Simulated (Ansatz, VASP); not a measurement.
**Two plane-wave programs on Ba**

INCAR

```
ALGO = Normal
EDIFF = 1E-6
ENCUT = 520
GGA = CA
ISIF = 2
ISMEAR = -1
LASPH = True
LCHARG = False
LREAL = False
LWAVE = False
NBANDS = 11
NELM = 80
PREC = Accurate
SIGMA = 0.05
```

File KPOINTS:

```
k-points
0
Gamma
  11 11 11
```

The input POSCAR:

```
Ba
1.0
   -2.2446212260      2.2446212260      2.2446212260
    2.2446212260     -2.2446212260      2.2446212260
    2.2446212260      2.2446212260     -2.2446212260
Ba
1
Direct
    0.0000000000      0.0000000000      0.0000000000
```

Input for Ansatz:

```yaml
crystal:
  lattice:
    - [-2.244621226, 2.244621226, 2.244621226]
    - [2.244621226, -2.244621226, 2.244621226]
    - [2.244621226, 2.244621226, -2.244621226]
  atoms:
    - { symbol: Ba, position: [0.0, 0.0, 0.0] }
kpoints:
  mp_grid: { grid: [11, 11, 11] }
scf:
  occupations: { method: fermi_dirac, width: 0.05 }
hamiltonian:
  xc: lda
  pseudopotentials: { kind: paw }
output:
  forces: true
  stress: true
  eigenvalues: true
  populations: true
```

Change from the starting cell: volume scaled by 0.84, PAW files.

Alike in both runs: task single point; functional LDA; k mesh 11 × 11 × 11; occupations fermi-dirac, width 0.05 eV; no spin polarisation.

|  | VASP | Ansatz |
| --- | --- | --- |
| version | VASP 6.6.1 | Ansatz 0.2.0 |
| potentials or method | VASP PAW LDA potentials, release 64 (Ba_sv) | PAW with Ansatz's default frozen-core files, scalar-relativistic |
| plane-wave cutoff (eV) | 520 | 420 |
| valence electrons in the cell | 10 | 10 |

VASP gave:

- pressure (GPa): 2.5

Question: Which values does Ansatz return?

Answer: Pressure (GPa): 2.2.

LDA's correlation is that of Perdew and Zunger in VASP and of Perdew and Wang (1992) in Ansatz.

Spin-orbit coupling is off throughout.
